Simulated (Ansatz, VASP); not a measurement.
## SnGe2 in VASP and in Ansatz

Contents of INCAR:

```
SYSTEM = SnGe2
ALGO = Fast
EDIFF = 1E-6
EDIFFG = -0.01
ENCUT = 600
GGA = PE
IBRION = 2
ISIF = 3
ISMEAR = 0
LASPH = .TRUE.
LCHARG = .FALSE.
LREAL = .FALSE.
LWAVE = .FALSE.
NELM = 60
NSW = 100
PREC = Accurate
SIGMA = 0.1
```

KPOINTS

```
k-points
0
G
  12 12 4
  0 0 0
```

The input POSCAR:

```
SnGe2
1.0
    4.3154283441      0.0000000000      0.0000000000
   -2.1577141720      3.7372705742      0.0000000000
    0.0000000000      0.0000000000     10.4542738844
Sn Ge
2 4
Direct
    0.0000000000      0.0000000000      0.8624397638
    0.0000000000      0.0000000000      0.1375602362
    0.3333333333      0.6666666667      0.7734513059
    0.6666666667      0.3333333333      0.2265486941
    0.3333333333      0.6666666667      0.5341877618
    0.6666666667      0.3333333333      0.4658122382
```

Input for Ansatz:

```yaml
crystal:
  lattice:
    - [4.3154283441, 0.0, 0.0]
    - [-2.157714172, 3.7372705742, 0.0]
    - [0.0, 0.0, 10.4542738844]
  atoms:
    - { symbol: Sn, position: [0.0, 0.0, 0.8624397638] }
    - { symbol: Sn, position: [0.0, 0.0, 0.1375602362] }
    - { symbol: Ge, position: [0.3333333333, 0.6666666667, 0.7734513059] }
    - { symbol: Ge, position: [0.6666666667, 0.3333333333, 0.2265486941] }
    - { symbol: Ge, position: [0.3333333333, 0.6666666667, 0.5341877618] }
    - { symbol: Ge, position: [0.6666666667, 0.3333333333, 0.4658122382] }
basis:
  ecutwfc: 420
kpoints:
  mp_grid: { grid: [12, 12, 4] }
hamiltonian:
  xc: pbe
scf:
  occupations: { method: gaussian, width: 0.1 }
output:
  forces: true
  stress: true
  eigenvalues: true
relax:
  adjacent_minimum: "off"
  f_tol: 0.01
  max_steps: 80
  cell: { stress_tol: 0.05 }
```

Alike in both runs: task relaxation of cell and atoms; functional PBE; k mesh 12 × 12 × 4; occupations gaussian, width 0.1 eV; no spin polarisation.

|  | VASP | Ansatz |
| --- | --- | --- |
| version | VASP 6.6.1 | Ansatz 0.2.0 |
| potentials or method | VASP PAW PBE potentials, release 64 (Sn_d, Ge_d), cutoff 600 eV | scalar-relativistic, plane waves, PAW |
| valence electrons in the cell | 84 | 84 |

```csv
,VASP,Ansatz,Ansatz less VASP
"gap on the k mesh at the Fermi level, each at its own relaxed structure (eV)",none,none,-
relaxed volume (Å³/atom),28.00,28.01,+0.007
relaxed length of the cell vector where the two differ most in proportion (Å),10.531,10.534,+0.0022
```

A gap of «none» marks a metal or a gap that the smearing closes.
